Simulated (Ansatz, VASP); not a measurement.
# WSe2 in VASP and in Ansatz

Contents of INCAR:

```
SYSTEM = WSe2
PREC = Accurate ; ENCUT = 520
EDIFF = 1E-6 ; ISMEAR = 0
SIGMA = 0.05 ; LREAL = .FALSE.
LASPH = .TRUE. ; NELM = 80
ALGO = Normal ; ISIF = 2
LWAVE = .FALSE. ; LCHARG = .FALSE.
GGA = CA ; NBANDS = 35
```

File KPOINTS:

```
regular mesh
0
G
  9 9 2
  0 0 0
```

Contents of POSCAR:

```
WSe2
1.0
    3.2486079436      0.0000000000      0.0000000000
   -1.6243039718      2.8133770061      0.0000000000
    0.0000000000      0.0000000000     23.6283233151
W Se
2 4
Direct
    0.4948784577      0.3333333333      0.1354666708
    0.5155630836      0.6666666667      0.8645333292
    0.1363258732      0.6666666667      0.2058884835
    0.8458227974      0.3333333333      0.9351101390
    0.1421950101      0.6666666667      0.0648898610
    0.8513490046      0.3333333333      0.7941115165
```

Input for Ansatz:

```yaml
crystal:
  lattice:
    - [3.2486079436, 0.0, 0.0]
    - [-1.6243039718, 2.8133770061, 0.0]
    - [0.0, 0.0, 23.6283233151]
  atoms:
    - { symbol: W, position: [0.4948784577, 0.3333333333, 0.1354666708] }
    - { symbol: W, position: [0.5155630836, 0.6666666667, 0.8645333292] }
    - { symbol: Se, position: [0.1363258732, 0.6666666667, 0.2058884835] }
    - { symbol: Se, position: [0.8458227974, 0.3333333333, 0.935110139] }
    - { symbol: Se, position: [0.1421950101, 0.6666666667, 0.064889861] }
    - { symbol: Se, position: [0.8513490046, 0.3333333333, 0.7941115165] }
basis:
  ecutwfc: 420
kpoints:
  mp_grid: { grid: [9, 9, 2] }
hamiltonian:
  xc: lda
  pseudopotentials: { kind: paw, azcp: { folder: soft_1 } }
scf:
  occupations: { method: gaussian, width: 0.05 }
output:
  forces: true
  stress: true
  eigenvalues: true
```

Change from the starting cell: mode 4 frozen in at -0.600 Å and mode 11 at +0.040 Å (largest displacements).

Alike in both runs: task single point; functional LDA; k mesh 9 × 9 × 2; occupations gaussian, width 0.05 eV; no spin polarisation.

```csv
,VASP,Ansatz
version,VASP 6.6.1,Ansatz 0.2.0
potentials or method,"VASP PAW LDA potentials, release 64 (W_sv, Se), cutoff 520 eV","scalar-relativistic, plane waves, PAW"
valence electrons in the cell,52,92
```

```csv
,VASP,Ansatz,Ansatz less VASP
gap on the k mesh at the Fermi level (eV),1.23,1.24,+0.009
least direct gap on the mesh (eV),1.71,1.70,-0.002
rms of the force components (eV/Å),0.414,0.412,-0.0020
```

Ansatz warns that its potentials were made for another functional, while VASP's fit it. LDA's correlation is that of Perdew and Zunger in VASP and of Perdew and Wang (1992) in Ansatz. Atom by atom the forces differ by 0.049 eV/Å (rms over components). VASP's potentials hold 52 valence electrons a cell and Ansatz's 92, so a difference there can come from the potentials and not from the codes.

Spin-orbit coupling is off throughout.
